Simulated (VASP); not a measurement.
# Ge2P3 (P-3m1) in VASP: further runs, part 2 of 2

VASP 6.6.1. The steps go on from the part before.

## Step 4: Single point, r2SCAN

This run uses another cell than the first one, of 20.30 Å³/atom, 1.051 times its volume.

The input, POSCAR:

```
Ge2P3
1.0
    3.4017641208      0.0000000000      0.0000000000
   -1.7008820604      2.9460141463      0.0000000000
    0.0000000000      0.0000000000     10.1268549215
Ge P
2 3
Direct
    0.3333333333      0.6666666667      0.1528297056
    0.6666666667      0.3333333333      0.8471702944
    0.0000000000      0.0000000000      0.0000000000
    0.3333333333      0.6666666667      0.5590227942
    0.6666666667      0.3333333333      0.4409772058
```

The input, INCAR.step1:

```
  PREC = Accurate
  ENCUT = 520
  ISMEAR = 0
  SIGMA = 0.1
  LREAL = False
  LASPH = True
  NELM = 100
  NBANDS = 30
  GGA = PE
  ALGO = Normal
  EDIFF = 1E-4
  LWAVE = True
  LCHARG = False
```

The input, INCAR.step2:

```
  PREC = Accurate
  ENCUT = 520
  EDIFF = 1E-6
  ISMEAR = 0
  SIGMA = 0.1
  LREAL = False
  LASPH = True
  NELM = 100
  ALGO = Normal
  ISIF = 2
  LWAVE = False
  LCHARG = False
  METAGGA = R2SCAN
  LMIXTAU = True
  NBANDS = 30
  ISTART = 1
```

The input, KPOINTS:

```
Automatic mesh
0
Gamma
  12 12 4
```

Potentials or basis: VASP PAW PBE potentials, release 64 (Ge_d, P).

Run with:

```bash
cat potpaw_PBE.64/Ge_d/POTCAR potpaw_PBE.64/P/POTCAR > POTCAR
cp INCAR.step1 INCAR
mpirun -np 1 vasp_std > vasp.out
cp INCAR.step2 INCAR
mpirun -np 1 vasp_std > vasp.out
```

OUTCAR:

```text
PREC = Accurate
   ENCUT = 520
   EDIFF = 1E-6
   ISMEAR = 0
   LREAL = False
   LASPH = True
   NELM = 100
   ISIF = 2
   METAGGA = R2SCAN
   ISTART = 1

 ion  position               nearest neighbor table
   1  0.333  0.667  0.153-   3 2.50   3 2.50   3 2.50
   2  0.667  0.333  0.847-   3 2.50   3 2.50   3 2.50
   3  0.000  0.000  0.000-   1 2.50   2 2.50   2 2.50   1 2.50   2 2.50   1 2.50
   4  0.333  0.667  0.559-   5 2.30   5 2.30   5 2.30
   5  0.667  0.333  0.441-   4 2.30   4 2.30   4 2.30

  LATTYP: Found a hexagonal cell.
 ALAT       =     3.4017641208
 C/A-ratio  =     2.9769421282

  Lattice vectors:

 A1 = (   3.4017641208,   0.0000000000,   0.0000000000)
 A2 = (  -1.7008820604,   2.9460141463,   0.0000000000)
 A3 = (   0.0000000000,   0.0000000000,  10.1268549215)

Analysis of symmetry for initial positions (statically):
=====================================================================
 Subroutine PRICEL returns:
 Original cell was already a primitive cell.

 Routine SETGRP: Setting up the symmetry group for a
 hexagonal supercell.

 Subroutine GETGRP returns: Found 12 space group operations
 (whereof 12 operations were pure point group operations)
 out of a pool of 24 trial point group operations.

The static configuration has the point symmetry D_3d.

Analysis of symmetry for dynamics (positions and initial velocities):
=====================================================================
 Subroutine PRICEL returns:
 Original cell was already a primitive cell.

 Routine SETGRP: Setting up the symmetry group for a
 hexagonal supercell.

 Subroutine GETGRP returns: Found 12 space group operations
 (whereof 12 operations were pure point group operations)
 out of a pool of 24 trial point group operations.

The dynamic configuration has the point symmetry D_3d.

 Subroutine INISYM returns: Found 12 space group operations
 (whereof 12 operations are pure point group operations),
 and found     1 'primitive' translations

----------------------------------------------------------------------------------------

                                     Primitive cell

  volume of cell :     101.4877

  direct lattice vectors                    reciprocal lattice vectors
     3.401764121  0.000000000  0.000000000     0.293965121  0.169720842  0.000000000
    -1.700882060  2.946014146  0.000000000     0.000000000  0.339441683  0.000000000
     0.000000000  0.000000000 10.126854921     0.000000000  0.000000000  0.098747341

  length of vectors
     3.401764121  3.401764121 10.126854921     0.339441683  0.339441683  0.098747341

  position of ions in fractional coordinates (direct lattice)
     0.333333333  0.666666667  0.152829706
     0.666666667  0.333333333  0.847170294
     0.000000000  0.000000000  0.000000000
     0.333333333  0.666666667  0.559022794
     0.666666667  0.333333333  0.440977206

  ion indices of the primitive-cell ions
   primitive index   ion index
                 1           1
                 2           2
                 3           3
                 4           4
                 5           5

----------------------------------------------------------------------------------------

 KPOINTS: Automatic mesh

Automatic generation of k-mesh.
 Grid dimensions read from file:
 generate k-points for:   12   12    4

 Generating k-lattice:

  Cartesian coordinates                     Fractional coordinates (reciprocal lattice)
     0.024497093  0.014143403  0.000000000     0.083333333  0.000000000  0.000000000
     0.000000000  0.028286807  0.000000000     0.000000000  0.083333333  0.000000000
     0.000000000  0.000000000  0.024686835     0.000000000  0.000000000  0.250000000

  Length of vectors
     0.028286807  0.028286807  0.024686835

  Shift w.r.t. Gamma in fractional coordinates (k-lattice)
     0.000000000  0.000000000  0.000000000

 Subroutine IBZKPT returns following result:
 ===========================================

 Found     69 irreducible k-points:

 Following reciprocal coordinates:
            Coordinates               Weight
  0.000000  0.000000  0.000000      1.000000
  0.083333  0.000000  0.000000      6.000000
  0.166667 -0.000000  0.000000      6.000000
  0.250000  0.000000  0.000000      6.000000
  0.333333  0.000000  0.000000      6.000000
  0.416667  0.000000  0.000000      6.000000
[... 16 lines left out ...]
  0.166667 -0.000000  0.250000      6.000000
  0.000000  0.166667  0.250000      6.000000
 [... further k-points ...]
   k-points           NKPTS =     69   k-points in BZ     NKDIM =     69   number of bands    NBANDS=     30
   number of dos      NEDOS =    301   number of ions     NIONS =      5
   total plane-waves  NPLWV =  62720
   dimension x,y,z NGX =    28 NGY =   28 NGZ =   80
   dimension x,y,z NGXF=    56 NGYF=   56 NGZF=  160
   ions per type =               2   3
   NGX,Y,Z   is equivalent  to a cutoff of  13.68, 13.68, 13.13 a.u.
   NGXF,Y,Z  is equivalent  to a cutoff of  27.37, 27.37, 26.27 a.u.
 SYSTEM =  unknown system
   PREC   = accura    normal or accurate (medium, high low for compatibility)
   ISTART =      1    job   : 0-new  1-cont  2-samecut
   ICHARG =      0    charge: 1-file 2-atom 10-const
   ISPIN  =      1    spin polarized calculation?
   LNONCOLLINEAR =      F non collinear calculations
   LSORBIT =      F    spin-orbit coupling
   LASPH  =      T    aspherical Exc in radial PAW
   ENCUT  =  520.0 eV  38.22 Ry    6.18 a.u.   6.33  6.33 18.83*2*pi/ulx,y,z
   NELM   =    100;   NELMIN=  2; NELMDL=  0     # of ELM steps
   EDIFF  = 0.1E-05   stopping-criterion for ELM
   LREAL  =      F    real-space projection
   EDIFFG = 0.1E-04   stopping-criterion for IOM
   NSW    =      0    number of steps for IOM
   IBRION =     -1    ionic relax: 0-MD 1-quasi-New 2-CG
   NFREE  =      0    steps in history (QN), initial steepest desc. (CG)
   ISIF   =      2    stress and relaxation
   ISYM   =      2    0-nonsym 1-usesym 2-fastsym
   POTIM  = 0.5000    time-step for ionic-motion
   TEBEG  =    0.0;   TEEND  =   0.0 temperature during run
   PSTRESS=    0.0 pullay stress
   NELECT =      43.0000    total number of electrons
   NUPDOWN=      -1.0000    fix difference up-down
   EMIN   =  10.00;   EMAX   =-10.00  energy-range for DOS
   EFERMI =   0.00;   METHOD = LEGACY
   ISMEAR =     0;   SIGMA  =   0.10  broadening in eV -4-tet -1-fermi 0-gaus
   EFERMI_NEDOS =   21; number of points for ismear=-14 and -15
   IALGO  =     38    algorithm
   IMIX   =      4    mixing-type and parameters
     AMIX     =   0.40;   BMIX     =  1.00
     AMIX_MAG =   1.60;   BMIX_MAG =  1.00
  volume/ion in A,a.u.               =      20.30       136.97
  Fermi-wavevector in a.u.,A,eV,Ry     =   1.229588  2.323585 20.570482  1.511888
  Thomas-Fermi vector in A             =   2.364470
   LORBIT       =      0    0 simple, 1 ext, 2 COOP (PROOUT), +10 PAW based schemes
   METAGGA = R2SCAN    functional components
   LHFCALC =     F    Hartree Fock is set to
   AEXX    =    0.0000 exact exchange contribution
   IVDW    =     0    specifies the selected vdW correction
   LEPSILON=     F    determine dielectric tensor
   LRPA    =     F    only Hartree local field effects (RPA)
 non-spin polarized calculation
 Gauss-broadening in eV      SIGMA  =   0.10
  energy-cutoff  :      520.00
  volume of cell :      101.49
 maximum number of plane-waves:      2750
 NGX is ok and might be reduce to    28
   NGX = 13   NGY = 13   NGZ = 37

 number of electron      43.0000020 magnetization

 Free energy of the ion-electron system (eV)
  ---------------------------------------------------
  ext. energy  EPLUGINS =         0.00000000
  ---------------------------------------------------
  free energy    TOTEN  =       -53.00230772 eV

  energy without entropy =      -52.99451795  energy(sigma->0) =      -52.99841284

 E-fermi :   5.9354     XC(G=0): -10.6918

 val. band max:        5.9161772868   @ k =   0.4167   0.0000   0.2500
 cond. band min:       5.9410786556   @ k =   0.3333   0.3333   0.5000
 fundamental gap:      0.0249013688
 Fermi energy:         5.9353706447

 k-point     1 :       0.0000    0.0000    0.0000
  band No.  band energies     occupation
      1     -19.5541      2.00000
      2     -19.5541      2.00000
      3     -19.5504      2.00000
      4     -19.5503      2.00000
      5     -19.5295      2.00000
      6     -19.5257      2.00000
[... 781 lines left out ...]
     29      11.7194      0.00000
     30      11.9489      0.00000

 [... further k-points ...]
[... 5 lines left out ...]
  --------------------------------------------------------------------------------------
  -------------------------------------------------------------------------------------
  Total       -0.1808116     -0.1808116     -0.1475109      0.0000000      0.0000000     -0.0000000
  in kB       -2.8544558     -2.8544558     -2.3287412      0.0000000      0.0000000     -0.0000000
  external PRESSURE =      -2.6792176 kB  Pullay stress =       0.0000000 kB

 VOLUME and BASIS-vectors are now :
 -----------------------------------------------------------------------------
  energy-cutoff  :      520.00
  volume of cell :      101.49
      direct lattice vectors                 reciprocal lattice vectors
     3.401764121  0.000000000  0.000000000     0.293965121  0.169720842  0.000000000
    -1.700882060  2.946014146  0.000000000     0.000000000  0.339441683  0.000000000
     0.000000000  0.000000000 10.126854921     0.000000000  0.000000000  0.098747341

 POSITION                                       TOTAL-FORCE (eV/Angst)
 -----------------------------------------------------------------------------------
     -0.00000      1.96401      1.54768        -0.000000      0.000000     -0.003719
      1.70088      0.98200      8.57917         0.000000     -0.000000      0.003719
      0.00000      0.00000      0.00000        -0.000000      0.000000      0.000000
     -0.00000      1.96401      5.66114        -0.000000     -0.000000     -0.092453
      1.70088      0.98200      4.46571        -0.000000      0.000000      0.092453
 -----------------------------------------------------------------------------------
    total drift:                                0.000000     -0.000000      0.000000

  FREE ENERGIE OF THE ION-ELECTRON SYSTEM (eV)
  ---------------------------------------------------
  free  energy   TOTEN  =       -53.0023077177 eV

  energy  without entropy=      -52.9945179543  energy(sigma->0) =      -52.99841284
```

It took 11 min on 1 thread of Intel Xeon Platinum 8488C (Sapphire Rapids), shared host; peak memory 0.36 GiB.

What came out:

```
Free energy   : -53.0023 eV
Pressure      : -0.3 GPa
Largest force : 0.092 eV/Å
```

Forces in eV/Å, atoms in the order of the input:
```
Ge   0.000  0.000 -0.004
Ge   0.000  0.000  0.004
P    0.000  0.000  0.000
P    0.000  0.000 -0.092
P    0.000  0.000  0.092
```

Caveat: the PAW data sets were made with another functional, which shifts forces and pressure a little.

## Step 5: The runs side by side

```csv
cell,k mesh,gap on the mesh (eV),pressure (GPa),largest force (eV/Å)
"a = 3.431, b = 3.431, c = 9.470 Å, angles 90.0, 90.0, 120.0°, 5 atoms",12 × 12 × 6,none,-0.3,0.08
"a = 3.985, b = 3.985, c = 6.199 Å, angles 90.0, 90.0, 120.0°, 5 atoms",6 × 6 × 4,none,8.3,1.22
"a = 3.402, b = 3.402, c = 10.127 Å, angles 90.0, 90.0, 120.0°, 5 atoms",12 × 12 × 4,none,-0.3,0.09
```

Alike in all rows: task single point; level r2SCAN; potentials or basis VASP PAW PBE potentials, release 64 (Ge_d, P); no spin polarisation; cutoff (eV) 520; smearing gaussian 0.1 eV.

Caveats: the PAW data sets were made with another functional, which shifts forces and pressure a little.

Total energies depend on the potentials used, so only differences within one code and one set of settings carry meaning.
